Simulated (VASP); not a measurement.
# WSe2 (P6_3/mmc) in VASP: notebook, part 2 of 2

VASP 6.6.1.

## Step 5: Single point, PBEsol (uniaxial strain along c: +1.0 %)

Input file INCAR:

```
PREC = Accurate
ENCUT = 520
EDIFF = 1E-7
ISMEAR = 0
SIGMA = 0.02
LREAL = F
LASPH = T
NELM = 80
ALGO = Normal
ISIF = 2
LWAVE = F
LCHARG = F
GGA = PS
NBANDS = 35
```

Input file KPOINTS:

```
Automatic mesh
0
Gamma
  12 12 2
```

Input file POSCAR:

```
WSe2
1.0
    3.2629181301      0.0000000000      0.0000000000
   -1.6314590650      2.8257699911      0.0000000000
    0.0000000000      0.0000000000     13.3559160617
W Se
2 4
Direct
    0.6666666667      0.3333333333      0.7500000000
    0.3333333333      0.6666666667      0.2500000000
    0.3333333333      0.6666666667      0.8766071121
    0.6666666667      0.3333333333      0.3766071121
    0.3333333333      0.6666666667      0.6233928879
    0.6666666667      0.3333333333      0.1233928879
```

Potentials or basis: VASP PAW PBE potentials, release 64 (W_sv, Se).

Started as:

```console
> cat potpaw_PBE.64/W_sv/POTCAR potpaw_PBE.64/Se/POTCAR > POTCAR
> mpirun -np 1 vasp_std > vasp.out
```

OUTCAR:

```text
PREC = Accurate
   ENCUT = 520
   EDIFF = 1E-7
   ISMEAR = 0
   LREAL = F
   LASPH = T
   NELM = 80
   ISIF = 2
   GGA = PS

 ion  position               nearest neighbor table
   1  0.667  0.333  0.750-   3 2.53   5 2.53   3 2.53   5 2.53   3 2.53   5 2.53
   2  0.333  0.667  0.250-   4 2.53   6 2.53   4 2.53   6 2.53   4 2.53   6 2.53
   3  0.333  0.667  0.877-   1 2.53   1 2.53   1 2.53
   4  0.667  0.333  0.377-   2 2.53   2 2.53   2 2.53
   5  0.333  0.667  0.623-   1 2.53   1 2.53   1 2.53
   6  0.667  0.333  0.123-   2 2.53   2 2.53   2 2.53

  LATTYP: Found a hexagonal cell.
 ALAT       =     3.2629181301
 C/A-ratio  =     4.0932427751

  Lattice vectors:

 A1 = (   3.2629181301,   0.0000000000,   0.0000000000)
 A2 = (  -1.6314590650,   2.8257699911,   0.0000000000)
 A3 = (   0.0000000000,   0.0000000000,  13.3559160617)

Analysis of symmetry for initial positions (statically):
=====================================================================
 Subroutine PRICEL returns:
 Original cell was already a primitive cell.

 Routine SETGRP: Setting up the symmetry group for a
 hexagonal supercell.

 Subroutine GETGRP returns: Found 24 space group operations
 (whereof 12 operations were pure point group operations)
 out of a pool of 24 trial point group operations.

The static configuration has the point symmetry D_3d.
 The point group associated with its full space group is D_6h.

Analysis of symmetry for dynamics (positions and initial velocities):
=====================================================================
 Subroutine PRICEL returns:
 Original cell was already a primitive cell.

 Routine SETGRP: Setting up the symmetry group for a
 hexagonal supercell.

 Subroutine GETGRP returns: Found 24 space group operations
 (whereof 12 operations were pure point group operations)
 out of a pool of 24 trial point group operations.

The dynamic configuration has the point symmetry D_3d.
 The point group associated with its full space group is D_6h.

 Subroutine INISYM returns: Found 24 space group operations
 (whereof 12 operations are pure point group operations),
 and found     1 'primitive' translations

----------------------------------------------------------------------------------------

                                     Primitive cell

  volume of cell :     123.1450

  direct lattice vectors                    reciprocal lattice vectors
     3.262918130  0.000000000  0.000000000     0.306474131  0.176942922  0.000000000
    -1.631459065  2.825769991  0.000000000     0.000000000  0.353885845  0.000000000
     0.000000000  0.000000000 13.355916062     0.000000000  0.000000000  0.074873187

  length of vectors
     3.262918130  3.262918130 13.355916062     0.353885845  0.353885845  0.074873187

  position of ions in fractional coordinates (direct lattice)
     0.666666667  0.333333333  0.750000000
     0.333333333  0.666666667  0.250000000
     0.333333333  0.666666667  0.876607112
     0.666666667  0.333333333  0.376607112
     0.333333333  0.666666667  0.623392888
     0.666666667  0.333333333  0.123392888

  ion indices of the primitive-cell ions
   primitive index   ion index
[... 24 lines left out ...]

  Shift w.r.t. Gamma in fractional coordinates (k-lattice)
     0.000000000  0.000000000  0.000000000

 Subroutine IBZKPT returns following result:
 ===========================================

 Found     38 irreducible k-points:

 Following reciprocal coordinates:
            Coordinates               Weight
  0.000000  0.000000  0.000000      1.000000
  0.083333  0.000000  0.000000      6.000000
  0.166667  0.000000  0.000000      6.000000
  0.250000 -0.000000  0.000000      6.000000
  0.333333 -0.000000  0.000000      6.000000
  0.416667 -0.000000  0.000000      6.000000
[... 16 lines left out ...]
  0.250000 -0.000000  0.500000      6.000000
  0.333333 -0.000000  0.500000      6.000000
 [... further k-points ...]
   k-points           NKPTS =     38   k-points in BZ     NKDIM =     38   number of bands    NBANDS=     35
   number of dos      NEDOS =    301   number of ions     NIONS =      6
   total plane-waves  NPLWV =  57600
   dimension x,y,z NGX =    24 NGY =   24 NGZ =  100
   dimension x,y,z NGXF=    48 NGYF=   48 NGZF=  200
   ions per type =               2   4
   NGX,Y,Z   is equivalent  to a cutoff of  12.23, 12.23, 12.45 a.u.
   NGXF,Y,Z  is equivalent  to a cutoff of  24.46, 24.46, 24.89 a.u.
 SYSTEM =  unknown system
   PREC   = accura    normal or accurate (medium, high low for compatibility)
   ISTART =      0    job   : 0-new  1-cont  2-samecut
   ICHARG =      2    charge: 1-file 2-atom 10-const
   ISPIN  =      1    spin polarized calculation?
   LNONCOLLINEAR =      F non collinear calculations
   LSORBIT =      F    spin-orbit coupling
   LASPH  =      T    aspherical Exc in radial PAW
   ENCUT  =  520.0 eV  38.22 Ry    6.18 a.u.   6.07  6.07 24.83*2*pi/ulx,y,z
   NELM   =     80;   NELMIN=  2; NELMDL= -5     # of ELM steps
   EDIFF  = 0.1E-06   stopping-criterion for ELM
   LREAL  =      F    real-space projection
   EDIFFG = 0.1E-05   stopping-criterion for IOM
   NSW    =      0    number of steps for IOM
   IBRION =     -1    ionic relax: 0-MD 1-quasi-New 2-CG
   NFREE  =      0    steps in history (QN), initial steepest desc. (CG)
   ISIF   =      2    stress and relaxation
   ISYM   =      2    0-nonsym 1-usesym 2-fastsym
   POTIM  = 0.5000    time-step for ionic-motion
   TEBEG  =    0.0;   TEEND  =   0.0 temperature during run
   PSTRESS=    0.0 pullay stress
   NELECT =      52.0000    total number of electrons
   NUPDOWN=      -1.0000    fix difference up-down
   EMIN   =  10.00;   EMAX   =-10.00  energy-range for DOS
   EFERMI =   0.00;   METHOD = LEGACY
   ISMEAR =     0;   SIGMA  =   0.02  broadening in eV -4-tet -1-fermi 0-gaus
   EFERMI_NEDOS =   21; number of points for ismear=-14 and -15
   IALGO  =     38    algorithm
   IMIX   =      4    mixing-type and parameters
     AMIX     =   0.40;   BMIX     =  1.00
     AMIX_MAG =   1.60;   BMIX_MAG =  1.00
  volume/ion in A,a.u.               =      20.52       138.50
  Fermi-wavevector in a.u.,A,eV,Ry     =   1.228204  2.320968 20.524174  1.508484
  Thomas-Fermi vector in A             =   2.363138
   LORBIT       =      0    0 simple, 1 ext, 2 COOP (PROOUT), +10 PAW based schemes
   GGA     = PS    functional components
   LHFCALC =     F    Hartree Fock is set to
   AEXX    =    0.0000 exact exchange contribution
   IVDW    =     0    specifies the selected vdW correction
   LEPSILON=     F    determine dielectric tensor
   LRPA    =     F    only Hartree local field effects (RPA)
 non-spin polarized calculation
 Gauss-broadening in eV      SIGMA  =   0.02
  energy-cutoff  :      520.00
  volume of cell :      123.14
 maximum number of plane-waves:      3360
   NGX = 13   NGY = 13   NGZ = 49

 number of electron      51.9999994 magnetization

 Free energy of the ion-electron system (eV)
  ---------------------------------------------------
  ext. energy  EPLUGINS =         0.00000000
  ---------------------------------------------------
  free energy    TOTEN  =       -46.54530509 eV

  energy without entropy =      -46.54530509  energy(sigma->0) =      -46.54530509

 E-fermi :   5.9814     XC(G=0): -10.8071

 val. band max:        5.8090280739   @ k =   0.0000   0.0000   0.0000
 cond. band min:       6.8868768306   @ k =   0.1667   0.1667   0.0000
 fundamental gap:      1.0778487568
 Fermi energy:         5.9813836468

 k-point     1 :       0.0000    0.0000    0.0000
  band No.  band energies     occupation
      1     -68.2794      2.00000
      2     -68.2794      2.00000
      3     -32.5449      2.00000
      4     -32.5448      2.00000
      5     -32.3828      2.00000
      6     -32.3828      2.00000
[... 901 lines left out ...]
     34       9.9621      0.00000
     35      11.5707      0.00000

 [... further k-points ...]
[... 5 lines left out ...]
  --------------------------------------------------------------------------------------
  -------------------------------------------------------------------------------------
  Total        0.1084735      0.1084735     -1.2943390      0.0000000      0.0000000      0.0000000
  in kB        1.4112946      1.4112946    -16.8399950      0.0000000      0.0000000      0.0000000
  external PRESSURE =      -4.6724686 kB  Pullay stress =       0.0000000 kB

 VOLUME and BASIS-vectors are now :
 -----------------------------------------------------------------------------
  energy-cutoff  :      520.00
  volume of cell :      123.14
      direct lattice vectors                 reciprocal lattice vectors
     3.262918130  0.000000000  0.000000000     0.306474131  0.176942922  0.000000000
    -1.631459065  2.825769991  0.000000000     0.000000000  0.353885845  0.000000000
     0.000000000  0.000000000 13.355916062     0.000000000  0.000000000  0.074873187

 POSITION                                       TOTAL-FORCE (eV/Angst)
 -----------------------------------------------------------------------------------
      1.63146      0.94192     10.01694         0.000000     -0.000000      0.000000
     -0.00000      1.88385      3.33898        -0.000000     -0.000000      0.000000
     -0.00000      1.88385     11.70789        -0.000000     -0.000000     -0.172208
      1.63146      0.94192      5.02993         0.000000      0.000000     -0.172208
     -0.00000      1.88385      8.32598        -0.000000     -0.000000      0.172208
      1.63146      0.94192      1.64803         0.000000      0.000000      0.172208
 -----------------------------------------------------------------------------------
    total drift:                                0.000000     -0.000000      0.000000

  FREE ENERGIE OF THE ION-ELECTRON SYSTEM (eV)
  ---------------------------------------------------
  free  energy   TOTEN  =       -46.5453050853 eV

  energy  without entropy=      -46.5453050853  energy(sigma->0) =      -46.54530509
```

OSZICAR:

```text
N       E                     dE             d eps       ncg     rms          rms(c)
DAV:   1     0.493333950567E+03    0.49333E+03   -0.27852E+04  2964   0.145E+03
DAV:   2    -0.169991289149E+02   -0.51033E+03   -0.49290E+03  3084   0.388E+02
DAV:   3    -0.478224628527E+02   -0.30823E+02   -0.30305E+02  3258   0.896E+01
DAV:   4    -0.485088627143E+02   -0.68640E+00   -0.68281E+00  3183   0.136E+01
DAV:   5    -0.485179819754E+02   -0.91193E-02   -0.91097E-02  3204   0.171E+00    0.309E+01
DAV:   6    -0.469704899248E+02    0.15475E+01   -0.55577E+00  3020   0.155E+01    0.110E+01
DAV:   7    -0.467369626357E+02    0.23353E+00   -0.28069E+00  2870   0.788E+00    0.560E+00
DAV:   8    -0.465457346134E+02    0.19123E+00   -0.42127E-01  2963   0.434E+00    0.128E+00
DAV:   9    -0.465472335798E+02   -0.14990E-02   -0.61753E-02  3139   0.116E+00    0.903E-01
DAV:  10    -0.465453780154E+02    0.18556E-02   -0.13385E-02  2933   0.784E-01    0.154E-01
DAV:  11    -0.465453514385E+02    0.26577E-04   -0.16472E-03  2957   0.259E-01    0.175E-01
DAV:  12    -0.465453098381E+02    0.41600E-04   -0.59792E-05  3074   0.481E-02    0.109E-01
DAV:  13    -0.465453044162E+02    0.54218E-05   -0.71875E-05  3018   0.513E-02    0.682E-03
DAV:  14    -0.465453050935E+02   -0.67725E-06   -0.42367E-06  3221   0.108E-02    0.765E-03
DAV:  15    -0.465453050853E+02    0.82355E-08   -0.29008E-07  2704   0.302E-03
   1 F= -.46545305E+02 E0= -.46545305E+02  d E =-.218626E-36
```

It took 83 s on 1 thread of Intel Xeon 6975P-C (Granite Rapids), shared host; peak memory 0.3 GiB.

Results:

```
Free energy            : -46.5453 eV
Pressure               : -0.5 GPa
Largest force          : 0.172 eV/Å
Band gap on the k mesh : 1.08 eV (least direct gap 1.66 eV)
```

Forces on the atoms (eV/Å):
```
W    0.000  0.000  0.000
W    0.000  0.000  0.000
Se   0.000  0.000 -0.172
Se   0.000  0.000 -0.172
Se   0.000  0.000  0.172
Se   0.000  0.000  0.172
```

Stress tensor (GPa, compression positive):
```
 0.14  0.00  0.00
 0.00  0.14  0.00
 0.00  0.00 -1.68
```

Levels at points of the mesh, in eV from the valence-band top:
```
           k point  band 24  band 25  band 26  band 27  band 28  band 29
(0.00, 0.00, 0.00)    -1.22    -1.07     0.00     2.90     2.90     2.94
(0.50, 0.00, 0.00)    -1.16    -1.03    -0.84     2.42     2.45     2.49
(0.00, 0.00, 0.50)    -1.24    -0.25    -0.25     2.91     2.91     2.91
(0.50, 0.00, 0.50)    -1.19    -0.94    -0.94     2.43     2.43     2.71
```

Caveat: the cell differs from its parent crystal (uniaxial strain along c: +1.0 %); the PAW data sets were made with another functional, which shifts forces and pressure a little; spin-orbit coupling is left out, which moves the levels of the heavy elements; this functional lacks dispersion, which binds layers or chains, so the pressure and a relaxed spacing across them are unreliable. A k mesh can miss the band edges.

## Step 6: Single point, PBEsol (uniaxial strain along c: +1.0 %, then relaxed in part)

Input file INCAR:

```
SYSTEM = WSe2
PREC = Accurate
ENCUT = 520
EDIFF = 1E-6
ISMEAR = 0
SIGMA = 0.02
LREAL = .FALSE.
LASPH = .TRUE.
NELM = 80
ALGO = Normal
ISIF = 2
LWAVE = .FALSE.
LCHARG = .FALSE.
GGA = PS
NBANDS = 35
```

Input file KPOINTS:

```
regular mesh
0
G
  12 12 2
  0 0 0
```

Input file POSCAR:

```
WSe2
1.0
    3.2703773418      0.0000000000      0.0000000000
   -1.6351886709      2.8322298580      0.0000000000
    0.0000000000      0.0000000000     13.3559160617
W Se
2 4
Direct
    0.6666666632      0.3333333368      0.7500000000
    0.3333333368      0.6666666632      0.2500000000
    0.3333333299      0.6666666701      0.8754053150
    0.6666666701      0.3333333299      0.3754053150
    0.3333333299      0.6666666701      0.6245946850
    0.6666666701      0.3333333299      0.1245946850
```

Potentials or basis: VASP PAW PBE potentials, release 64 (W_sv, Se).

Started as:

```console
> cat potpaw_PBE.64/W_sv/POTCAR potpaw_PBE.64/Se/POTCAR > POTCAR
> mpirun -np 1 vasp_std > vasp.out
```

It took 81 s on 1 thread of Intel Xeon 6975P-C (Granite Rapids), shared host; peak memory 0.3 GiB.

The run converged. Its results:

```
Free energy            : -46.5500 eV
Pressure               : 0.3 GPa
Largest force          : 0.061 eV/Å
Band gap on the k mesh : 1.09 eV (least direct gap 1.60 eV)
```

Forces in eV/Å, atoms in the order of the input:
```
W    0.000  0.000  0.000
W    0.000  0.000  0.000
Se   0.000  0.000  0.061
Se   0.000  0.000  0.061
Se   0.000  0.000 -0.061
Se   0.000  0.000 -0.061
```

Stress tensor (GPa, compression positive):
```
0.36 0.00 0.00
0.00 0.36 0.00
0.00 0.00 0.28
```

Levels at points of the mesh, in eV from the valence-band top:
| k point | band 24 | band 25 | band 26 | band 27 | band 28 | band 29 |
| --- | --- | --- | --- | --- | --- | --- |
| (0.00, 0.00, 0.00) | -1.24 | -1.05 | 0.00 | 2.85 | 2.85 | 2.88 |
| (0.50, 0.00, 0.00) | -1.20 | -1.13 | -0.96 | 2.33 | 2.35 | 2.47 |
| (0.00, 0.00, 0.50) | -1.36 | -0.25 | -0.25 | 2.85 | 2.85 | 2.85 |
| (0.50, 0.00, 0.50) | -1.23 | -1.04 | -1.04 | 2.34 | 2.34 | 2.66 |

Caveat: the cell differs from its parent crystal (uniaxial strain along c: +1.0 %, then relaxed in part); the PAW data sets were made with another functional, which shifts forces and pressure a little; spin-orbit coupling is left out, which moves the levels of the heavy elements; this functional lacks dispersion, which binds layers or chains, so the pressure and a relaxed spacing across them are unreliable.

## Step 7: The runs side by side

```tsv
cell	gap on the mesh (eV)	pressure (GPa)	largest force (eV/Å)
a = 3.272, b = 3.272, c = 13.091 Å, angles 90.0, 90.0, 120.0°, 6 atoms, atomic positions A	0.99	0.5	0.06
a = 3.279, b = 3.279, c = 13.091 Å, angles 90.0, 90.0, 120.0°, 6 atoms, atomic positions B	1.00	1.4	0.30
a = 3.271, b = 3.271, c = 13.224 Å, angles 90.0, 90.0, 120.0°, 6 atoms, atomic positions B	1.04	0.4	0.06
a = 3.263, b = 3.263, c = 13.356 Å, angles 90.0, 90.0, 120.0°, 6 atoms, atomic positions B	1.08	-0.5	0.17
a = 3.270, b = 3.270, c = 13.356 Å, angles 90.0, 90.0, 120.0°, 6 atoms, atomic positions C	1.09	0.3	0.06
```

Alike in all rows: task single point; level PBEsol; potentials or basis VASP PAW PBE potentials, release 64 (W_sv, Se); no spin polarisation; k mesh 12 × 12 × 2; cutoff (eV) 520; smearing gaussian 0.02 eV.

Caveats: the PAW data sets were made with another functional, which shifts forces and pressure a little; spin-orbit coupling is left out, which moves the levels of the heavy elements; this functional lacks dispersion, which binds layers or chains, so the pressure and a relaxed spacing across them are unreliable.

Absolute energies hang on the potentials; compare differences alone.
